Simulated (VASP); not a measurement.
Write the native input for VASP 6.6.1 that does the following.

```yaml
Task: single point
Functional: PBEsol
Potentials_or_basis: VASP PAW PBE potentials, release 64 (Ag, Cl)
Cutoff: 520 eV
k_mesh: 12 × 12 × 12
Occupations: gaussian, width 0.05 eV
Spin: no spin polarisation
Dipole_correction: no
Further_INCAR_settings: ALGO = Normal; EDIFF = 1e-06; NBANDS = 16
```

The structure of AgCl lies in POSCAR:

```
AgCl
1.0
    3.3335613177      0.0902715648      0.0902715648
    0.0902715648      3.3335613177      0.0902715648
    0.0902715648      0.0902715648      3.3335613177
Ag Cl
1 1
Direct
    0.0000000000      0.0000000000      0.0000000000
    0.5000000000      0.5000000000      0.5000000000
```

One way to write it, as run:

INCAR

```
SYSTEM = AgCl
PREC     = Accurate       ! precision mode
ENCUT    = 520            ! plane-wave cutoff, eV
EDIFF    = 1E-6           ! SCF threshold, eV
ISMEAR   = 0              ! smearing method
SIGMA    = 0.05           ! smearing width, eV
LREAL    = .FALSE.        ! projectors in reciprocal space
LASPH    = .TRUE.         ! aspherical terms in the spheres
NELM     = 60             ! most SCF steps
ALGO     = Normal         ! electronic algorithm
ISIF     = 2              ! what is computed and relaxed
LWAVE    = .FALSE.        ! write WAVECAR
LCHARG   = .FALSE.        ! write CHGCAR
GGA      = PS             ! functional
NBANDS   = 16             ! bands
```

KPOINTS

```
Automatic mesh
0
G
  12 12 12
  0 0 0
```

Potentials or basis: VASP PAW PBE potentials, release 64 (Ag, Cl).

Command:

```sh
$ cat potpaw_PBE.64/Ag/POTCAR potpaw_PBE.64/Cl/POTCAR > POTCAR
$ mpirun -np 1 vasp_std > vasp.out
```

It gave:

```yaml
Pressure: 0.1 GPa
Band_gap_on_the_k_mesh: 0.32 eV, indirect (least direct gap 2.10 eV)
```

Caveat: the PAW data sets were made with another functional, which shifts forces and pressure a little.

Wall time 3.1 min on 1 thread of AMD EPYC 7571, with other jobs on the host, peak memory 0.21 GiB.
